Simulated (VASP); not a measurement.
# Mo6CO in VASP: further runs, part 2 of 2

VASP 6.6.1. The steps go on from the part before.

## Step 3: Single point, PBE

INCAR

```
PREC = Accurate ; ENCUT = 520
EDIFF = 1E-7 ; ISMEAR = 0
SIGMA = 0.1 ; LREAL = F
LASPH = T ; NELM = 80
ALGO = Normal ; ISIF = 2
LWAVE = F ; LCHARG = F
LDIPOL = T ; IDIPOL = 3
DIPOL = 0.5 0.5 0.326 ; GGA = PE
NBANDS = 57
```

KPOINTS

```
Automatic mesh
0
Gamma
  6 6 1
```

POSCAR

```
Mo6CO
1.0
    4.4695765303      0.0000000000      0.0000000000
   -2.2347882651      3.8707668194      0.0000000000
    0.0000000000      0.0000000000     22.2595667262
Mo C O
6 1 1
Direct
    0.6666666667      0.3333333333      0.1796980170
    0.3333333333      0.6666666667      0.2206848206
    0.0000000000      0.0000000000      0.2616716241
    0.6666666667      0.3333333333      0.2990464568
    0.3333333333      0.6666666667      0.3355219825
    0.0000000000      0.0000000000      0.3710569405
    0.1666666667      0.3333333333      0.4537180283
    0.2726203322      0.5452406645      0.4905670774
```

Potentials or basis: VASP PAW PBE potentials, release 64 (Mo_sv, C, O).

Run with:

```console
cat potpaw_PBE.64/Mo_sv/POTCAR potpaw_PBE.64/C/POTCAR potpaw_PBE.64/O/POTCAR > POTCAR
mpirun -np 1 vasp_std > vasp.out
```

OUTCAR:

```text
PREC = Accurate
   ENCUT = 520
   EDIFF = 1E-7
   ISMEAR = 0
   LREAL = F
   LASPH = T
   NELM = 80
   ISIF = 2
   GGA = PE

 ion  position               nearest neighbor table
   1  0.667  0.333  0.180-   4 2.66   2 2.74   2 2.74   2 2.74   3 3.16   3 3.16   3 3.16
   2  0.333  0.667  0.221-   5 2.56   3 2.74   3 2.74   3 2.74   1 2.74   1 2.74   1 2.74   4 3.11
                             4 3.11   4 3.11
   3  0.000  0.000  0.262-   6 2.43   4 2.71   4 2.71   4 2.71   2 2.74   2 2.74   2 2.74   5 3.06
                             5 3.06   5 3.06   1 3.16   1 3.16   1 3.16
   4  0.667  0.333  0.299-   1 2.66   5 2.71   5 2.71   5 2.71   3 2.71   3 2.71   3 2.71   6 3.04
                             6 3.04   6 3.04   2 3.11   2 3.11   2 3.11
   5  0.333  0.667  0.336-   2 2.56   6 2.70   6 2.70   6 2.70   4 2.71   4 2.71   4 2.71   3 3.06
                             3 3.06   3 3.06
   6  0.000  0.000  0.371-   7 2.25   3 2.43   5 2.70   5 2.70   5 2.70   4 3.04   4 3.04   4 3.04

   7  0.167  0.333  0.454-   8 1.16   6 2.25
   8  0.273  0.545  0.491-   7 1.16

  LATTYP: Found a hexagonal cell.
 ALAT       =     4.4695765303
 C/A-ratio  =     4.9802406504

  Lattice vectors:

 A1 = (   4.4695765303,   0.0000000000,   0.0000000000)
 A2 = (  -2.2347882651,   3.8707668194,   0.0000000000)
 A3 = (   0.0000000000,   0.0000000000,  22.2595667262)

Analysis of symmetry for initial positions (statically):
=====================================================================
 Subroutine PRICEL returns:
 Original cell was already a primitive cell.

 Routine SETGRP: Setting up the symmetry group for a
 hexagonal supercell.

 Subroutine GETGRP returns: Found  2 space group operations
 (whereof  2 operations were pure point group operations)
 out of a pool of 24 trial point group operations.

The static configuration has the point symmetry C_1h.

Analysis of symmetry for dynamics (positions and initial velocities):
=====================================================================
 Subroutine PRICEL returns:
 Original cell was already a primitive cell.

 Routine SETGRP: Setting up the symmetry group for a
 hexagonal supercell.

 Subroutine GETGRP returns: Found  2 space group operations
 (whereof  2 operations were pure point group operations)
 out of a pool of 24 trial point group operations.

The dynamic configuration has the point symmetry C_1h.

 Subroutine INISYM returns: Found  2 space group operations
 (whereof  2 operations are pure point group operations),
 and found     1 'primitive' translations

----------------------------------------------------------------------------------------

                                     Primitive cell

  volume of cell :     385.1058

  direct lattice vectors                    reciprocal lattice vectors
     4.469576530  0.000000000  0.000000000     0.223734842  0.129173371  0.000000000
    -2.234788265  3.870766819  0.000000000     0.000000000  0.258346743  0.000000000
     0.000000000  0.000000000 22.259566726     0.000000000  0.000000000  0.044924504

  length of vectors
[... 65 lines left out ...]
   number of dos      NEDOS =    301   number of ions     NIONS =      8
   total plane-waves  NPLWV = 217728
   dimension x,y,z NGX =    36 NGY =   36 NGZ =  168
   dimension x,y,z NGXF=    72 NGYF=   72 NGZF=  336
   ions per type =               6   1   1
   NGX,Y,Z   is equivalent  to a cutoff of  13.39, 13.39, 12.55 a.u.
   NGXF,Y,Z  is equivalent  to a cutoff of  26.78, 26.78, 25.09 a.u.
 SYSTEM =  unknown system
   PREC   = accura    normal or accurate (medium, high low for compatibility)
   ISTART =      0    job   : 0-new  1-cont  2-samecut
   ICHARG =      2    charge: 1-file 2-atom 10-const
   ISPIN  =      1    spin polarized calculation?
   LNONCOLLINEAR =      F non collinear calculations
   LSORBIT =      F    spin-orbit coupling
   LASPH  =      T    aspherical Exc in radial PAW
   ENCUT  =  520.0 eV  38.22 Ry    6.18 a.u.   8.31  8.31 41.39*2*pi/ulx,y,z
   NELM   =     80;   NELMIN=  2; NELMDL= -5     # of ELM steps
   EDIFF  = 0.1E-06   stopping-criterion for ELM
   LREAL  =      F    real-space projection
   EDIFFG = 0.1E-05   stopping-criterion for IOM
   NSW    =      0    number of steps for IOM
   IBRION =     -1    ionic relax: 0-MD 1-quasi-New 2-CG
   NFREE  =      0    steps in history (QN), initial steepest desc. (CG)
   ISIF   =      2    stress and relaxation
   ISYM   =      2    0-nonsym 1-usesym 2-fastsym
   POTIM  = 0.5000    time-step for ionic-motion
   TEBEG  =    0.0;   TEEND  =   0.0 temperature during run
   PSTRESS=    0.0 pullay stress
   NELECT =      94.0000    total number of electrons
   NUPDOWN=      -1.0000    fix difference up-down
   EMIN   =  10.00;   EMAX   =-10.00  energy-range for DOS
   EFERMI =   0.00;   METHOD = LEGACY
   ISMEAR =     0;   SIGMA  =   0.10  broadening in eV -4-tet -1-fermi 0-gaus
   EFERMI_NEDOS =   21; number of points for ismear=-14 and -15
   IALGO  =     38    algorithm
   IMIX   =      4    mixing-type and parameters
     AMIX     =   0.40;   BMIX     =  1.00
     AMIX_MAG =   1.60;   BMIX_MAG =  1.00
  volume/ion in A,a.u.               =      48.14       324.85
  Fermi-wavevector in a.u.,A,eV,Ry     =   1.023114  1.933405 14.242069  1.046763
  Thomas-Fermi vector in A             =   2.156830
   LORBIT       =      0    0 simple, 1 ext, 2 COOP (PROOUT), +10 PAW based schemes
   GGA     = PE    functional components
   LHFCALC =     F    Hartree Fock is set to
   AEXX    =    0.0000 exact exchange contribution
   IVDW    =     0    specifies the selected vdW correction
   LEPSILON=     F    determine dielectric tensor
   LRPA    =     F    only Hartree local field effects (RPA)
 non-spin polarized calculation
 Gauss-broadening in eV      SIGMA  =   0.10
  energy-cutoff  :      520.00
  volume of cell :      385.11
 maximum number of plane-waves:     10413
 NGX is ok and might be reduce to    36
   NGX = 17   NGY = 17   NGZ = 83

 dipolmoment           0.000000      0.000000     -0.730602 electrons x Angstroem

 number of electron      94.0000006 magnetization

 dipolmoment           0.000000      0.000000      0.122254 electrons x Angstroem

 Free energy of the ion-electron system (eV)
  ---------------------------------------------------
  ext. energy  EPLUGINS =         0.00000000
  ---------------------------------------------------
  free energy    TOTEN  =       -74.59393250 eV

  energy without entropy =      -74.55186477  energy(sigma->0) =      -74.57289864

 E-fermi :   0.3996     XC(G=0):  -4.8090

 val. band max:        0.3853840265   @ k =   0.0000   0.5000   0.0000
 cond. band min:       0.4070496870   @ k =   0.3333   0.1667   0.0000
 fundamental gap:      0.0216656604
 Fermi energy:         0.3995760169

 k-point     1 :       0.0000    0.0000    0.0000
  band No.  band energies     occupation
      1     -60.7467      2.00000
      2     -60.5078      2.00000
      3     -60.4702      2.00000
      4     -60.4446      2.00000
      5     -60.2943      2.00000
      6     -60.2413      2.00000
[... 769 lines left out ...]
     56       2.0650      0.00000
     57       2.1630      0.00000

------------------------ aborting loop because EDIFF is reached ----------------------------------------

 vacuum level on the upper side and lower side of the slab       (xc-potential included)         0.555        -0.702

  FORCE on cell =-STRESS in cart. coord.  units (eV):
  Direction    XX          YY          ZZ          XY          YZ          ZX
  --------------------------------------------------------------------------------------
  -------------------------------------------------------------------------------------
  Total       -4.8397025     -4.9064399     -0.7955284     -0.0000000     -0.9136078     -0.0000000
  in kB      -20.1348850    -20.4125362     -3.3096813     -0.0000000     -3.8009336     -0.0000000
  external PRESSURE =     -14.6190342 kB  Pullay stress =       0.0000000 kB

 VOLUME and BASIS-vectors are now :
 -----------------------------------------------------------------------------
  energy-cutoff  :      520.00
  volume of cell :      385.11
      direct lattice vectors                 reciprocal lattice vectors
     4.469576530  0.000000000  0.000000000     0.223734842  0.129173371  0.000000000
    -2.234788265  3.870766819  0.000000000     0.000000000  0.258346743  0.000000000
     0.000000000  0.000000000 22.259566726     0.000000000  0.000000000  0.044924504

 POSITION                                       TOTAL-FORCE (eV/Angst)
 -----------------------------------------------------------------------------------
      2.23479      1.29026      4.00000        -0.000000     -0.029048      1.538584
     -0.00000      2.58051      4.91235        -0.000000     -0.037485     -0.176407
      0.00000      0.00000      5.82470         0.000000      0.194550     -2.317972
      2.23479      1.29026      6.65664         0.000000      0.114601     -0.673276
     -0.00000      2.58051      7.46857         0.000000      0.039253      0.428127
      0.00000      0.00000      8.25957        -0.000000     -0.070289      2.150099
      0.00000      1.29026     10.09957        -0.000000     -0.114284     -1.680041
     -0.00000      2.11050     10.91981        -0.000000     -0.097298      0.730886
 -----------------------------------------------------------------------------------
    total drift:                                0.000002     -0.000059     -0.000457

  FREE ENERGIE OF THE ION-ELECTRON SYSTEM (eV)
  ---------------------------------------------------
  free  energy   TOTEN  =       -74.5939324961 eV

  energy  without entropy=      -74.5518647748  energy(sigma->0) =      -74.57289864

 vacuum level on the upper side and lower side of the slab         5.075         3.784
```

Wall time 13 min (1 thread of Intel Xeon Platinum 8259CL at 2.50GHz (Skylake/Cascade Lake), shared host); peak memory 0.65 GiB.

What came out:

| Item | Value |
| --- | --- |
| Free energy | -74.5939 eV |
| Largest force | 2.326 eV/Å |
| Band gap on the k mesh | 0.02 eV (least direct gap 0.06 eV) |

Forces on the atoms (eV/Å):
```
Mo   0.000 -0.029  1.539
Mo   0.000 -0.037 -0.176
Mo   0.000  0.195 -2.318
Mo   0.000  0.115 -0.673
Mo   0.000  0.039  0.428
Mo   0.000 -0.070  2.150
C    0.000 -0.114 -1.680
O    0.000 -0.097  0.731
```

## Step 4: Single point, PBE

INCAR

```
PREC = Accurate ; ENCUT = 520
EDIFF = 1E-6 ; ISMEAR = 0
SIGMA = 0.1 ; LREAL = False
LASPH = True ; NELM = 80
ALGO = Normal ; ISIF = 2
LWAVE = False ; LCHARG = False
LDIPOL = True ; IDIPOL = 3
DIPOL = 0.5 0.5 0.328 ; GGA = PE
NBANDS = 57
```

KPOINTS is that of step 3.

POSCAR, as its differences from that of step 3:

```diff
@@ -15,2 +15,2 @@
     0.1666666667      0.3333333333      0.4537180283
-    0.2726203322      0.5452406645      0.4905670774
+    0.2054483999      0.4108967998      0.5040547654
```

Run with:

```console
cat potpaw_PBE.64/Mo_sv/POTCAR potpaw_PBE.64/C/POTCAR potpaw_PBE.64/O/POTCAR > POTCAR
mpirun -np 1 vasp_std > vasp.out
```

Wall time 6.4 min (1 thread of Intel Xeon 6975P-C (Granite Rapids), shared host); peak memory 0.64 GiB.

Results (log left out):

| Item | Value |
| --- | --- |
| Free energy | -74.6986 eV |
| Largest force | 2.144 eV/Å |
| Band gap on the k mesh | zero (filled and empty bands touch) |

Forces in eV/Å, atoms in the order of the input:
```
Mo   0.000 -0.057  1.619
Mo   0.000 -0.078 -0.339
Mo   0.000  0.189 -2.136
Mo   0.000  0.064 -0.668
Mo   0.000  0.114  0.559
Mo   0.000  0.283  1.990
C    0.000 -0.835 -1.267
O    0.000  0.321  0.242
```

Levels at points of the mesh, in eV from the Fermi level:
| k point | band 45 | band 46 | band 47 | band 48 | band 49 | band 50 |
| --- | --- | --- | --- | --- | --- | --- |
| (0.00, 0.00, 0.00) | -1.22 | -1.21 | -0.75 | 0.25 | 0.88 | 1.14 |
| (0.50, 0.00, 0.00) | -0.79 | -0.23 | -0.01 | 0.11 | 0.20 | 0.70 |
| (0.00, 0.50, 0.00) | -0.71 | -0.30 | -0.02 | 0.04 | 0.41 | 0.62 |

## Step 5: Summary

```tsv
cell	gap on the mesh (eV)	largest force (eV/Å)
as given, atomic positions A	0.07	2.95
as given, atomic positions B	0.02	2.33
as given, atomic positions C	none	2.14
```

Alike in all rows: task single point; level PBE; potentials or basis VASP PAW PBE potentials, release 64 (Mo_sv, C, O); no spin polarisation; k mesh 6 × 6 × 1; cutoff (eV) 520; smearing gaussian 0.1 eV.

Total energies depend on the potentials used, so only differences within one code and one set of settings carry meaning.
